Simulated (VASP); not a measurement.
Here is a VASP 6.6.1 calculation.

INCAR

```
PREC = Accurate
ENCUT = 520
EDIFF = 1E-6
ISMEAR = 0
SIGMA = 0.1
LREAL = Auto
LASPH = True
NELM = 80
ALGO = Normal
ISIF = 2
LWAVE = False
LCHARG = False
GGA = PE
NBANDS = 71
ISYM = 0
```

File KPOINTS:

```
regular mesh
0
Gamma
  3 3 3
```

File POSCAR:

```
Mg3Ga2Sn2GeP8
1.0
   -5.7535831821      5.7695734761      0.0162416897
   -5.7530369959      0.0165102578      5.7527173636
   -0.0162328522      5.7695826628      5.7532669005
Mg P Ga Ge Sn
3 8 2 1 2
Direct
    0.0014211967      0.9915281834      0.0150730656
    0.5145301926      0.9917786466      0.5015508787
    0.9959931290      0.5211378896      0.4959141639
    0.8773679924      0.8830042921      0.3778675777
    0.3650763244      0.8929011772      0.3685445400
    0.8842475727      0.3626091156      0.3838918830
    0.8688370593      0.8929112737      0.8648851457
    0.3762645919      0.3739071461      0.3602212936
    0.3814227714      0.8660516014      0.8815291685
    0.8604852092      0.3736973825      0.8761763744
    0.3838461828      0.3659174151      0.8835484273
    0.5057626592      0.9758615734      0.0054278732
    0.9941981874      0.9897388074      0.4938761358
    0.5036844321      0.5115588855      0.0034573484
    0.9835403821      0.5090202239      0.9991991913
    0.4995561720      0.5089907146      0.4832353563
```

Potentials or basis: VASP PAW PBE potentials, release 64 (Mg, P, Ga_d, Ge_d, Sn_d).

Command:

```console
$ cat potpaw_PBE.64/Mg/POTCAR potpaw_PBE.64/P/POTCAR potpaw_PBE.64/Ga_d/POTCAR potpaw_PBE.64/Ge_d/POTCAR potpaw_PBE.64/Sn_d/POTCAR > POTCAR
$ mpirun -np 1 vasp_std > vasp.out
```

Problem. Predict the band gap on the k mesh.

Solution. 0.05 eV.

Problem. Estimate the pressure.

Solution. -0.1 GPa.

Problem. Estimate the largest force.

Solution. 0.058 eV/Å.

Forces in eV/Å, atoms in the order of the input:
```
Mg  -0.005 -0.011  0.006
Mg  -0.008 -0.008  0.004
Mg   0.001  0.000 -0.002
P   -0.015  0.025  0.015
P    0.002 -0.013 -0.003
P   -0.003  0.007  0.002
P    0.001 -0.013 -0.004
P   -0.002 -0.008 -0.005
P    0.013 -0.007 -0.013
P    0.005 -0.009  0.003
P    0.014 -0.023 -0.015
Ga  -0.010  0.003  0.010
Ga   0.022  0.002 -0.018
Ge  -0.031  0.038  0.031
Sn  -0.008  0.008 -0.022
Sn   0.025  0.007  0.011
```

Caveat: semilocal functionals underestimate gaps, and a narrow one can read as zero; spin-orbit coupling is left out, which moves the levels of the heavy elements. A k mesh can miss the band edges.
